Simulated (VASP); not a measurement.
Runs of VASP 6.6.1 on Ta2BeP4. The structure is that of space group P4/mmm (No. 123), or close to it. The cells are those of the table. 

```csv
task,cell,k mesh,cutoff (eV),gap on the mesh (eV),pressure (GPa),relaxed volume (Å³/atom),largest force (eV/Å)
single point,"a = 4.122, b = 4.122, c = 5.829 Å, 7 atoms",4 × 4 × 4,520,none,(b),-,0.11
relaxation of cell and atoms,"relaxed from a = 3.706, b = 3.706, c = 7.434 Å, 7 atoms",6 × 6 × 4,600,none,0.0,14.53,0.01
single point,"a = 3.672, b = 3.672, c = 7.511 Å, 7 atoms",10 × 10 × 6,520,none,0.0,-,-
relaxation of cell and atoms,"relaxed from a = 4.122, b = 4.122, c = 5.829 Å, 7 atoms",4 × 4 × 4,600,none,0.1,(a),0.02
relaxation of cell and atoms,"relaxed from a = 3.696, b = 3.696, c = 7.449 Å, 7 atoms",10 × 10 × 6,600,none,0.0,14.47,0.01
```

Alike in all rows: level PBE; potentials or basis VASP PAW PBE potentials, release 64 (Ta_pv, Be, P); no spin polarisation; smearing gaussian 0.1 eV.

**Question.** Estimate the missing entries.

**Answer.** (a) 14.59; (b) 19.8.

Caveats: some runs use coarse meshes; spin-orbit coupling is left out, which moves the levels of the heavy elements.

A k mesh can miss the band edges, and the runs leave out spin-orbit coupling on Ta.

A gap of «none» marks levels without a gap at the run's occupations.
